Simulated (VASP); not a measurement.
LuPbSe3Br:

```
CELL_PARAMETERS angstrom
4.37047 0.00000 0.00000
-2.18523 3.78493 0.00000
0.00000 0.00000 10.89680
ATOMIC_POSITIONS crystal
Lu 0.33333 0.66667 0.66341
Pb 0.00000 0.00000 0.99943
Se 0.66667 0.33333 0.82389
Se 0.33333 0.66667 0.16931
Se 0.00000 0.00000 0.49386
Br 0.66667 0.33333 0.35009
```

- Program: VASP 6.6.1
- Task: relaxation of cell and atoms
- Functional: PBE
- Potentials or basis: VASP PAW PBE potentials, release 64 (Lu, Pb_d, Se, Br)
- Cutoff: 600 eV
- k mesh: 3 × 3 × 1
- Occupations: gaussian, width 0.15 eV
- Spin: no spin polarisation

At the start: pressure -3.4 GPa; volume 30.04 Å³/atom.

Task: How do energy, volume and symmetry change on relaxing?

Result: Over 18 steps the energy falls by 279.1 meV/atom and the volume is 29.11 Å³/atom (-3.1 %); space group P3m1 (No. 156, to 0.05 Å).

The path:
```
step  energy change (eV)  largest force (eV/Å)  pressure (GPa)  volume (Å³)
   1              0.0000                2.5966           -3.38       180.25
   2             -0.7738                2.2845            0.15       164.21
   3             -0.9097                1.4284            6.19       150.75
   4             -0.9387                1.7215            4.17       154.50
   5             -1.4052                0.5621            2.52       160.70
   6             -1.5014                0.4802            1.82       165.43
   7             -1.5452                0.4334           -0.83       173.82
   8             -1.5490                0.4157           -0.30       171.93
   9             -1.5760                0.3322           -0.24       172.27
  10             -1.6295                0.2906           -0.03       173.20
  11             -1.6319                0.4077            0.13       173.56
  12             -1.6514                0.3438           -0.02       174.72
  13             -1.6591                0.2864           -0.17       176.01
  14             -1.6721                0.1093           -0.07       174.73
  15             -1.6739                0.1012            0.06       173.95
  16             -1.6740                0.1018            0.08       174.01
  17             -1.6739                0.1025            0.09       174.06
  18             -1.6745                0.0520           -0.14       174.67
```

Final structure:
```xyz
6
Lattice="4.2548 0.0000 0.0000 -2.1274 3.6848 0.0000 0.0000 0.0000 11.1410" Properties=species:S:1:pos:R:3 pbc="T T T"
Lu    0.0000    2.4565    7.3941
Pb   -2.1274    3.6848    0.1493
Se    2.1274    1.2283    8.9678
Se    0.0000    2.4565    1.5527
Se    0.0000    0.0000    6.1131
Br    2.1274    1.2283    3.6754
```

Caveat: the k points lie up to 0.57 Å⁻¹ apart in the final cell; the relaxation stopped at a loose force limit of 0.08 eV/Å, so its end isn't a converged minimum.
